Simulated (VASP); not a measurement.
Runs of VASP 6.6.1 on Cu. The structure is that of space group Fm-3m (No. 225), or close to it. The cells are those of the table. 

```tsv
cell	gap on the mesh (eV)	pressure (GPa)
a = 2.522 Å, angles 60.0°, 1 atom	none	9.2
a = 2.606 Å, angles 60.0°, 1 atom	none	-5.1
a = 2.539 Å, angles 60.0°, 1 atom	none	(b)
a = 2.573 Å, angles 60.0°, 1 atom	none	-0.4
a = 2.556 Å, angles 60.0°, 1 atom	none	(a)
```

Alike in all rows: task single point; level PBE; potentials or basis VASP PAW PBE potentials, release 64 (Cu); no spin polarisation; k mesh 16 × 16 × 16; cutoff (eV) 520; smearing fermi-dirac 0.15 eV.

Task: Fill in the values left out.

Result: (a) 2.4; (b) 5.6.

A gap of «none» marks levels without a gap at the run's occupations.
